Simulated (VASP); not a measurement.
# Al5GaP6 (P3m1) in VASP: notebook

Al5GaP6 is run at these levels: PBE; tasks: single point.

Program: VASP 6.6.1. These are calculated values, not measurements. Logs are shortened: lines on timing, memory, paths and dates and some standing lists are left out, and cuts for length are marked.

**1. The cell of the first run**

It takes space group P3m1 (No. 156, trigonal). Conventional cell: a = 3.886 Å, b = 3.886 Å, c = 19.157 Å, α = 90.00°, β = 90.00°, γ = 120.00°. Within 3.1 Å of Al (site symmetry 3m) lie 4 P at 2.38 to 2.39 Å. Within 3.1 Å of Al (site symmetry 3m) lie 4 P at 2.38 to 2.39 Å. Within 3.1 Å of Al (site symmetry 3m) lie 4 P at 2.38 to 2.39 Å. Al (site symmetry 3m) has 4 P at 2.38 to 2.39 Å within 3.1 Å. Within 3.1 Å of Al (site symmetry 3m) lie 4 P at 2.38 to 2.39 Å. Within 3.2 Å of Ga (site symmetry 3m) lie 4 P at 2.39 Å. Within 3.2 Å of P (site symmetry 3m) lie 3 Ga at 2.39 Å and 1 Al at 2.39 Å. P (site symmetry 3m) has 4 Al at 2.38 to 2.39 Å within 3.1 Å.

**2. Single point, PBE**

Contents of INCAR:

```
PREC = Accurate ; ENCUT = 520
EDIFF = 1E-6 ; ISMEAR = 0
SIGMA = 0.1 ; LREAL = F
LASPH = T ; NELM = 100
ALGO = Normal ; ISIF = 2
LWAVE = F ; LCHARG = F
GGA = PE ; NBANDS = 41
```

Contents of KPOINTS:

```
regular mesh
0
Gamma
  6 6 1
```

Contents of POSCAR:

```
Al5GaP6
1.0
    3.8861607000      0.0000000000      0.0000000000
   -1.9430803000      3.3655139000      0.0000000000
    0.0000000000      0.0000000000     19.1566043000
Al Ga P
5 1 6
Direct
    0.6666667000      0.3333333000      0.1662750000
    0.6666667000      0.3333333000      0.4999280000
    0.6666667000      0.3333333000      0.8331880000
    0.3333333000      0.6666667000      0.9997940000
    0.3333333000      0.6666667000      0.6665820000
    0.3333333000      0.6666667000      0.3335190000
    0.6666667000      0.3333333000      0.2911730000
    0.6666667000      0.3333333000      0.6248470000
    0.6666667000      0.3333333000      0.9580550000
    0.3333333000      0.6666667000      0.1246590000
    0.3333333000      0.6666667000      0.4585220000
    0.3333333000      0.6666667000      0.7914570000
```

Potentials or basis: VASP PAW PBE potentials, release 64 (Al, Ga_d, P).

Started as:

```bash
> cat potpaw_PBE.64/Al/POTCAR potpaw_PBE.64/Ga_d/POTCAR potpaw_PBE.64/P/POTCAR > POTCAR
> mpirun -np 1 vasp_std > vasp.out
```

OUTCAR:

```text
PREC = Accurate
   ENCUT = 520
   EDIFF = 1E-6
   ISMEAR = 0
   LREAL = F
   LASPH = T
   NELM = 100
   ISIF = 2
   GGA = PE

 ion  position               nearest neighbor table
   1  0.667  0.333  0.166-  10 2.38  10 2.38  10 2.38   7 2.39
   2  0.667  0.333  0.500-  11 2.38  11 2.38  11 2.38   8 2.39
   3  0.667  0.333  0.833-  12 2.38  12 2.38  12 2.38   9 2.39
   4  0.333  0.667  1.000-   9 2.38   9 2.38   9 2.38  10 2.39
   5  0.333  0.667  0.667-   8 2.38   8 2.38   8 2.38  12 2.39
   6  0.333  0.667  0.334-   7 2.39   7 2.39   7 2.39  11 2.39
   7  0.667  0.333  0.291-   6 2.39   6 2.39   6 2.39   1 2.39
   8  0.667  0.333  0.625-   5 2.38   5 2.38   5 2.38   2 2.39
   9  0.667  0.333  0.958-   4 2.38   4 2.38   4 2.38   3 2.39
  10  0.333  0.667  0.125-   1 2.38   1 2.38   1 2.38   4 2.39
  11  0.333  0.667  0.459-   2 2.38   2 2.38   2 2.38   6 2.39
  12  0.333  0.667  0.791-   3 2.38   3 2.38   3 2.38   5 2.39

  LATTYP: Found a hexagonal cell.
 ALAT       =     3.8861607000
 C/A-ratio  =     4.9294421355

  Lattice vectors:

 A1 = (   3.8861607000,   0.0000000000,   0.0000000000)
 A2 = (  -1.9430803000,   3.3655139000,   0.0000000000)
 A3 = (   0.0000000000,   0.0000000000,  19.1566043000)

Analysis of symmetry for initial positions (statically):
=====================================================================
 Subroutine PRICEL returns:
 Original cell was already a primitive cell.

 Routine SETGRP: Setting up the symmetry group for a
 hexagonal supercell.

 Subroutine GETGRP returns: Found  6 space group operations
 (whereof  6 operations were pure point group operations)
 out of a pool of 24 trial point group operations.

The static configuration has the point symmetry C_3v.

Analysis of symmetry for dynamics (positions and initial velocities):
=====================================================================
 Subroutine PRICEL returns:
 Original cell was already a primitive cell.

 Routine SETGRP: Setting up the symmetry group for a
 hexagonal supercell.

 Subroutine GETGRP returns: Found  6 space group operations
 (whereof  6 operations were pure point group operations)
 out of a pool of 24 trial point group operations.

The dynamic configuration has the point symmetry C_3v.

 Subroutine INISYM returns: Found  6 space group operations
 (whereof  6 operations are pure point group operations),
 and found     1 'primitive' translations

----------------------------------------------------------------------------------------

                                     Primitive cell

  volume of cell :     250.5478

  direct lattice vectors                    reciprocal lattice vectors
     3.886160700  0.000000000  0.000000000     0.257323378  0.148565717  0.000000000
    -1.943080300  3.365513900  0.000000000     0.000000000  0.297131443  0.000000000
     0.000000000  0.000000000 19.156604300     0.000000000  0.000000000  0.052201318

  length of vectors
     3.886160700  3.886160684 19.156604300     0.297131441  0.297131443  0.052201318

  position of ions in fractional coordinates (direct lattice)
     0.666666700  0.333333300  0.166275000
     0.666666700  0.333333300  0.499928000
     0.666666700  0.333333300  0.833188000
     0.333333300  0.666666700  0.999794000
     0.333333300  0.666666700  0.666582000
     0.333333300  0.666666700  0.333519000
     0.666666700  0.333333300  0.291173000
     0.666666700  0.333333300  0.624847000
     0.666666700  0.333333300  0.958055000
     0.333333300  0.666666700  0.124659000
     0.333333300  0.666666700  0.458522000
     0.333333300  0.666666700  0.791457000

  ion indices of the primitive-cell ions
   primitive index   ion index
                 1           1
                 2           2
                 3           3
                 4           4
                 5           5
                 6           6
                 7           7
                 8           8
                 9           9
                10          10
                11          11
                12          12

----------------------------------------------------------------------------------------

 KPOINTS: regular mesh

Automatic generation of k-mesh.
 Grid dimensions read from file:
 generate k-points for:    6    6    1

 Generating k-lattice:

  Cartesian coordinates                     Fractional coordinates (reciprocal lattice)
     0.042887230  0.024760953  0.000000000     0.166666667  0.000000000  0.000000000
     0.000000000  0.049521907  0.000000000     0.000000000  0.166666667  0.000000000
     0.000000000  0.000000000  0.052201318     0.000000000  0.000000000  1.000000000

  Length of vectors
     0.049521907  0.049521907  0.052201318

  Shift w.r.t. Gamma in fractional coordinates (k-lattice)
     0.000000000  0.000000000  0.000000000

 Subroutine IBZKPT returns following result:
 ===========================================

 Found      7 irreducible k-points:

 Following reciprocal coordinates:
            Coordinates               Weight
  0.000000  0.000000  0.000000      1.000000
  0.166667  0.000000  0.000000      6.000000
  0.333333 -0.000000  0.000000      6.000000
  0.500000  0.000000  0.000000      3.000000
  0.166667  0.166667  0.000000      6.000000
  0.333333  0.166667  0.000000     12.000000
  0.333333  0.333333  0.000000      2.000000
   k-points           NKPTS =      7   k-points in BZ     NKDIM =      7   number of bands    NBANDS=     41
   number of dos      NEDOS =    301   number of ions     NIONS =     12
   total plane-waves  NPLWV = 129600
   dimension x,y,z NGX =    30 NGY =   30 NGZ =  144
   dimension x,y,z NGXF=    60 NGYF=   60 NGZF=  288
   ions per type =               5   1   6
   NGX,Y,Z   is equivalent  to a cutoff of  12.83, 12.83, 12.50 a.u.
   NGXF,Y,Z  is equivalent  to a cutoff of  25.67, 25.67, 24.99 a.u.
 SYSTEM =  unknown system
   PREC   = accura    normal or accurate (medium, high low for compatibility)
   ISTART =      0    job   : 0-new  1-cont  2-samecut
   ICHARG =      2    charge: 1-file 2-atom 10-const
   ISPIN  =      1    spin polarized calculation?
   LNONCOLLINEAR =      F non collinear calculations
   LSORBIT =      F    spin-orbit coupling
   LASPH  =      T    aspherical Exc in radial PAW
   ENCUT  =  520.0 eV  38.22 Ry    6.18 a.u.   7.23  7.23 35.62*2*pi/ulx,y,z
   NELM   =    100;   NELMIN=  2; NELMDL= -5     # of ELM steps
   EDIFF  = 0.1E-05   stopping-criterion for ELM
   LREAL  =      F    real-space projection
   EDIFFG = 0.1E-04   stopping-criterion for IOM
   NSW    =      0    number of steps for IOM
   IBRION =     -1    ionic relax: 0-MD 1-quasi-New 2-CG
   NFREE  =      0    steps in history (QN), initial steepest desc. (CG)
   ISIF   =      2    stress and relaxation
   ISYM   =      2    0-nonsym 1-usesym 2-fastsym
   POTIM  = 0.5000    time-step for ionic-motion
   TEBEG  =    0.0;   TEEND  =   0.0 temperature during run
   PSTRESS=    0.0 pullay stress
   NELECT =      58.0000    total number of electrons
   NUPDOWN=      -1.0000    fix difference up-down
   EMIN   =  10.00;   EMAX   =-10.00  energy-range for DOS
   EFERMI =   0.00;   METHOD = LEGACY
   ISMEAR =     0;   SIGMA  =   0.10  broadening in eV -4-tet -1-fermi 0-gaus
   EFERMI_NEDOS =   21; number of points for ismear=-14 and -15
   IALGO  =     38    algorithm
   IMIX   =      4    mixing-type and parameters
     AMIX     =   0.40;   BMIX     =  1.00
     AMIX_MAG =   1.60;   BMIX_MAG =  1.00
  volume/ion in A,a.u.               =      20.88       140.90
  Fermi-wavevector in a.u.,A,eV,Ry     =   1.005203  1.899559 13.747787  1.010434
  Thomas-Fermi vector in A             =   2.137868
   LORBIT       =      0    0 simple, 1 ext, 2 COOP (PROOUT), +10 PAW based schemes
   GGA     = PE    functional components
   LHFCALC =     F    Hartree Fock is set to
   AEXX    =    0.0000 exact exchange contribution
   IVDW    =     0    specifies the selected vdW correction
   LEPSILON=     F    determine dielectric tensor
   LRPA    =     F    only Hartree local field effects (RPA)
 non-spin polarized calculation
 Gauss-broadening in eV      SIGMA  =   0.10
  energy-cutoff  :      520.00
  volume of cell :      250.55
 maximum number of plane-waves:      6809
 NGX is ok and might be reduce to    30
   NGX = 15   NGY = 15   NGZ = 71

 number of electron      58.0000001 magnetization

 Free energy of the ion-electron system (eV)
  ---------------------------------------------------
  ext. energy  EPLUGINS =         0.00000000
  ---------------------------------------------------
  free energy    TOTEN  =       -60.90307097 eV

  energy without entropy =      -60.90307097  energy(sigma->0) =      -60.90307097

 E-fermi :   4.9364     XC(G=0):  -9.1977

 val. band max:        4.5007731699   @ k =   0.0000   0.0000   0.0000
 cond. band min:       6.2060673103   @ k =   0.5000   0.0000   0.0000
 fundamental gap:      1.7052941405
 Fermi energy:         4.9364367147

 k-point     1 :       0.0000    0.0000    0.0000
  band No.  band energies     occupation
      1      -9.8285      2.00000
      2      -9.7818      2.00000
      3      -9.7818      2.00000
      4      -9.7053      2.00000
      5      -9.7053      2.00000
      6      -7.2225      2.00000
[... 33 lines left out ...]
     40       8.8435      0.00000
     41       8.8556      0.00000

 k-point     2 :       0.1667    0.0000    0.0000
  band No.  band energies     occupation
      1      -9.8306      2.00000
      2      -9.7857      2.00000
      3      -9.7735      2.00000
      4      -9.7099      2.00000
      5      -9.7040      2.00000
      6      -6.9436      2.00000
[... 209 lines left out ...]
     40       9.3428      0.00000
     41       9.5734      0.00000

 k-point     7 :       0.3333    0.3333    0.0000
  band No.  band energies     occupation
      1      -9.8494      2.00000
      2      -9.7780      2.00000
      3      -9.7588      2.00000
      4      -9.7103      2.00000
      5      -9.7074      2.00000
      6      -5.0505      2.00000
[... 33 lines left out ...]
     40      10.3930      0.00000
     41      10.7932      0.00000

------------------------ aborting loop because EDIFF is reached ----------------------------------------

  FORCE on cell =-STRESS in cart. coord.  units (eV):
  Direction    XX          YY          ZZ          XY          YZ          ZX
  --------------------------------------------------------------------------------------
  -------------------------------------------------------------------------------------
  Total       -0.0139331     -0.0139331     -0.1067134     -0.0000000     -0.0000000      0.0000000
  in kB       -0.0890979     -0.0890980     -0.6823997     -0.0000000     -0.0000000      0.0000000
  external PRESSURE =      -0.2868652 kB  Pullay stress =       0.0000000 kB

 VOLUME and BASIS-vectors are now :
 -----------------------------------------------------------------------------
  energy-cutoff  :      520.00
  volume of cell :      250.55
      direct lattice vectors                 reciprocal lattice vectors
     3.886160700  0.000000000  0.000000000     0.257323378  0.148565717  0.000000000
    -1.943080300  3.365513900  0.000000000     0.000000000  0.297131443  0.000000000
     0.000000000  0.000000000 19.156604300     0.000000000  0.000000000  0.052201318

 POSITION                                       TOTAL-FORCE (eV/Angst)
 -----------------------------------------------------------------------------------
      1.94308      1.12184      3.18526        -0.000000     -0.000000     -0.000400
      1.94308      1.12184      9.57692        -0.000000      0.000000     -0.001908
      1.94308      1.12184     15.96105        -0.000000      0.000000      0.002209
     -0.00000      2.24368     19.15266        -0.000000      0.000000     -0.002081
     -0.00000      2.24368     12.76945        -0.000000      0.000000     -0.002093
     -0.00000      2.24368      6.38909         0.000000      0.000000     -0.000794
      1.94308      1.12184      5.57789        -0.000000      0.000000     -0.005805
      1.94308      1.12184     11.96995         0.000000      0.000000      0.000774
      1.94308      1.12184     18.35308        -0.000000      0.000000     -0.001390
     -0.00000      2.24368      2.38804         0.000000     -0.000000      0.001893
     -0.00000      2.24368      8.78372         0.000000      0.000000      0.006934
     -0.00000      2.24368     15.16163         0.000000     -0.000000      0.002661
 -----------------------------------------------------------------------------------
    total drift:                                0.000096     -0.000056     -0.000282

  FREE ENERGIE OF THE ION-ELECTRON SYSTEM (eV)
  ---------------------------------------------------
  free  energy   TOTEN  =       -60.9030709654 eV

  energy  without entropy=      -60.9030709654  energy(sigma->0) =      -60.90307097
```

Run time: 92 s. Hardware: 1 thread of Intel Xeon Platinum 8259CL at 2.50GHz (Skylake/Cascade Lake), shared host; peak memory 0.37 GiB.

What came out:

```yaml
Free_energy: -60.9031 eV
Pressure: 0.0 GPa
Largest_force: 0.007 eV/Å
Band_gap_on_the_k_mesh: 1.71 eV, indirect (least direct gap 1.90 eV)
```

Forces in eV/Å, atoms in the order of the input:
```
Al   0.000  0.000  0.000
Al   0.000  0.000 -0.002
Al   0.000  0.000  0.002
Al   0.000  0.000 -0.002
Al   0.000  0.000 -0.002
Ga   0.000  0.000 -0.001
P    0.000  0.000 -0.006
P    0.000  0.000  0.001
P    0.000  0.000 -0.001
P    0.000  0.000  0.002
P    0.000  0.000  0.007
P    0.000  0.000  0.003
```

Levels at points of the mesh, in eV from the valence-band top:
| k point | band 25 | band 26 | band 27 | band 28 | band 29 | band 30 | band 31 | band 32 | band 33 | band 34 |
| --- | --- | --- | --- | --- | --- | --- | --- | --- | --- | --- |
| (0.00, 0.00, 0.00) | -0.30 | -0.30 | -0.18 | 0.00 | 0.00 | 1.90 | 2.40 | 2.59 | 2.90 | 3.39 |
| (0.50, 0.00, 0.00) | -1.50 | -1.46 | -1.40 | -1.35 | -0.94 | 1.71 | 1.90 | 2.06 | 2.18 | 2.23 |

**3. Single point, PBE**

Contents of INCAR:

```
SYSTEM = Al5GaP6
PREC = Accurate
ENCUT = 520
EDIFF = 1E-7
ISMEAR = 0
SIGMA = 0.1
LREAL = .FALSE.
LASPH = .TRUE.
NELM = 60
ALGO = Normal
ISIF = 2
LWAVE = .FALSE.
LCHARG = .FALSE.
GGA = PE
NBANDS = 41
```

Contents of KPOINTS:

```
Automatic mesh
0
G
  6 6 1
  0 0 0
```

Contents of POSCAR:

```
Al5GaP6
1.0
    3.8861607061     -0.0000000289      0.0000000000
   -1.9430803281      3.3655139091      0.0000000000
    0.0000000000      0.0000000000     19.1566043000
Al Ga P
5 1 6
Direct
    0.6666666667      0.3333333333      0.1662750000
    0.6666666667      0.3333333333      0.4999280000
    0.6666666667      0.3333333333      0.8331880000
    0.3333333333      0.6666666667      0.9997940000
    0.3333333333      0.6666666667      0.6665820000
    0.3333333333      0.6666666667      0.3335190000
    0.6666666667      0.3333333333      0.2911730000
    0.6666666667      0.3333333333      0.6248470000
    0.6666666667      0.3333333333      0.9580550000
    0.3333333333      0.6666666667      0.1246590000
    0.3333333333      0.6666666667      0.4585220000
    0.3333333333      0.6666666667      0.7914570000
```

Potentials or basis: VASP PAW PBE potentials, release 64 (Al, Ga_d, P).

Started as:

```bash
> cat potpaw_PBE.64/Al/POTCAR potpaw_PBE.64/Ga_d/POTCAR potpaw_PBE.64/P/POTCAR > POTCAR
> mpirun -np 1 vasp_std > vasp.out
```

Run time: 1.9 min. Hardware: 1 thread of Intel Xeon Platinum 8259CL at 2.50GHz (Skylake/Cascade Lake), shared host; peak memory 0.37 GiB.

The run converged. Its results:

```yaml
Free_energy: -60.9031 eV
Pressure: 0.0 GPa
Largest_force: 0.007 eV/Å
Band_gap_on_the_k_mesh: 1.71 eV, indirect (least direct gap 1.90 eV)
```

Forces on the atoms (eV/Å):
```
Al   0.000  0.000  0.000
Al   0.000  0.000 -0.002
Al   0.000  0.000  0.002
Al   0.000  0.000 -0.002
Al   0.000  0.000 -0.002
Ga   0.000  0.000 -0.001
P    0.000  0.000 -0.006
P    0.000  0.000  0.001
P    0.000  0.000 -0.001
P    0.000  0.000  0.002
P    0.000  0.000  0.007
P    0.000  0.000  0.003
```

Levels at points of the mesh, in eV from the valence-band top:
```csv
k point,band 27,band 28,band 29,band 30,band 31,band 32
"(0.00, 0.00, 0.00)",-0.18,0.00,0.00,1.90,2.40,2.59
"(0.50, 0.00, 0.00)",-1.40,-1.35,-0.94,1.71,1.90,2.06
```
